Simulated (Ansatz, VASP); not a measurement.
BaTiO3 in VASP and in Ansatz

```
CELL_PARAMETERS angstrom
3.98410 0.00000 0.00000
0.00000 2.83705 2.87426
0.00000 -2.83705 2.87426
ATOMIC_POSITIONS crystal
Ba 0.00000 0.00000 0.00000
Ti 0.50000 0.50790 0.50790
O 0.00000 0.49210 0.49210
O 0.50000 0.50251 0.99371
O 0.50000 0.99371 0.50251
```

Change from the starting cell: zz strain of +1 %.

Alike in both runs: task single point; functional PBEsol; k mesh 8 × 8 × 8; occupations fermi-dirac, width 0.05 eV; no spin polarisation.

|  | VASP | Ansatz |
| --- | --- | --- |
| version | VASP 6.6.1 | Ansatz 0.2.0 |
| potentials or method | VASP PAW PBE potentials, release 64 (Ba_sv, Ti_sv, O), cutoff 520 eV | all-electron LAPW, scalar-relativistic |

VASP gave:

| Quantity | Value |
| --- | --- |
| pressure (GPa) | -4.1 |
| traceless stress, the component that is largest in VASP (GPa) | -2.15 |
| rms of the force components (eV/Å) | 0.112 |

Problem. What did Ansatz give for the same quantities?

Solution. Pressure (GPa): -5.8; traceless stress, the component that is largest in VASP (GPa): -2.09; rms of the force components (eV/Å): 0.118.

VASP's potentials were made for PBE, not for PBEsol. Atom by atom the forces differ by 0.008 eV/Å (rms over components). Ansatz ran all-electron here, and VASP with PAW potentials.

Neither program's run includes spin-orbit coupling.
